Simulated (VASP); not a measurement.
The system is KTaO3.

```xyz
5
Lattice="3.9883 0.0000 0.0000 0.0000 3.9883 0.0000 0.0000 0.0000 3.9883" Properties=species:S:1:pos:R:3 pbc="T T T"
Ta    0.0000    0.0000    0.0000
K     1.9942    1.9942    1.9942
O     0.0000    0.0000    1.9942
O     0.0000    1.9942    0.0000
O     1.9942    0.0000    0.0000
```

| Quantity | Value |
| --- | --- |
| Program | VASP 6.6.1 |
| Task | relaxation of cell and atoms |
| Functional | revPBE |
| Dispersion | D3(BJ) |
| Potentials or basis | VASP PAW PBE potentials, release 64 (Ta_pv, K_sv, O) |
| Cutoff | 600 eV |
| k mesh | 7 × 7 × 7 |
| Occupations | fermi-dirac, width 0.05 eV |
| Spin | no spin polarisation |

At the start: pressure 3.3 GPa; volume 12.69 Å³/atom.

Problem. How do energy, volume and symmetry change on relaxing?

Solution. Over 3 steps the energy falls by 2.1 meV/atom and the volume is 12.90 Å³/atom (+1.7 %); space group Pm-3m (No. 221, to 0.05 Å).

The path:
```
step  energy change (eV)  largest force (eV/Å)  pressure (GPa)  volume (Å³)
   1              0.0000                0.0000            3.26        63.44
   2              0.0057                0.0000           -3.77        65.84
   3             -0.0105                0.0000           -0.01        64.49
```

Final structure:
```cif
data_structure
_symmetry_space_group_name_H-M 'P 1'
_symmetry_Int_Tables_number 1
_cell_length_a 4.0103
_cell_length_b 4.0103
_cell_length_c 4.0103
_cell_angle_alpha 90.000
_cell_angle_beta 90.000
_cell_angle_gamma 90.000
_cell_volume 64.49
loop_
_atom_site_label
_atom_site_type_symbol
_atom_site_fract_x
_atom_site_fract_y
_atom_site_fract_z
_atom_site_occupancy
Ta1 Ta 0.00000 0.00000 0.00000 1
K1 K 0.50000 0.50000 0.50000 1
O1 O 0.00000 0.00000 0.50000 1
O2 O 0.00000 0.50000 0.00000 1
O3 O 0.50000 0.00000 0.00000 1
```

Caveat: the PAW data sets were made with another functional, which shifts forces and pressure a little.
